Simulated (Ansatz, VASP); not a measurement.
**Two plane-wave programs on Cu**

```
CELL_PARAMETERS angstrom
-1.42740 1.42740 1.34108
1.42740 -1.42740 1.34108
2.85479 2.85479 0.00000
ATOMIC_POSITIONS crystal
Cu 0.05177 0.94823 0.00000
Cu 0.44823 0.55177 0.50000
```

Alike in both runs: functional LDA; k mesh 20 × 20 × 12; occupations gaussian, width 0.15 eV; no spin polarisation.

Ansatz relaxed the structure, and its values are those at the end. VASP's run is a single point on that final structure, the one shown.

```csv
,VASP,Ansatz
version,VASP 6.6.1,Ansatz 0.2.0
potentials or method,"VASP PAW LDA potentials, release 64 (Cu), cutoff 520 eV","scalar-relativistic, plane waves, PAW"
valence electrons in the cell,22,38
```

Ansatz gave:

* gap on the k mesh at the Fermi level (eV): none
* pressure (GPa): 0.1
* rms of the force components (eV/Å): 0.004

Question: What did VASP give for the same quantities?

Answer: gap on the k mesh at the Fermi level (eV): none; pressure (GPa): 1.5; rms of the force components (eV/Å): 0.004.

Ansatz warns that its potentials were made for another functional, while VASP's fit it. LDA's correlation is that of Perdew and Zunger in VASP and of Perdew and Wang (1992) in Ansatz. A gap of «none» marks a metal or a gap that the smearing closes. VASP's potentials hold 22 valence electrons a cell and Ansatz's 38, so a difference there can come from the potentials and not from the codes. Ansatz's warnings: stress scf threshold loose.
